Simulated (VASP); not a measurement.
Crystal: Cd2C (fluorite type).

```
CELL_PARAMETERS angstrom
0.00000 3.00563 3.00563
3.00563 0.00000 3.00563
3.00563 3.00563 0.00000
ATOMIC_POSITIONS crystal
C 0.00000 0.00000 0.00000
Cd 0.25000 0.25000 0.25000
Cd 0.75000 0.75000 0.75000
```

```yaml
Program: VASP 6.6.1
Task: relaxation of cell and atoms
Functional: PBE
Potentials_or_basis: VASP PAW PBE potentials, release 64 (C, Cd)
Cutoff: 600 eV
k_mesh: 10 × 10 × 10
Occupations: fermi-dirac, width 0.03 eV
Spin: no spin polarisation
```

At the start: pressure -4.1 GPa; volume 18.10 Å³/atom.

Q: Where does the relaxation end?

A: Over 3 steps the energy falls by 13.2 meV/atom and the volume is 17.12 Å³/atom (-5.4 %); space group Fm-3m (No. 225, to 0.1 Å) before and after.

The path:
```
step  energy change (eV)  largest force (eV/Å)  pressure (GPa)  volume (Å³)
   1              0.0000                0.0000           -4.07        54.30
   2             -0.0378                0.0000            0.99        50.77
   3             -0.0396                0.0000           -0.02        51.35
```

Final structure:
```xyz
3
Lattice="0.0000 2.9501 2.9501 2.9501 0.0000 2.9501 2.9501 2.9501 0.0000" Properties=species:S:1:pos:R:3 pbc="T T T"
C     0.0000    0.0000    0.0000
Cd    1.4751    1.4751    1.4751
Cd    4.4252    4.4252    4.4252
```
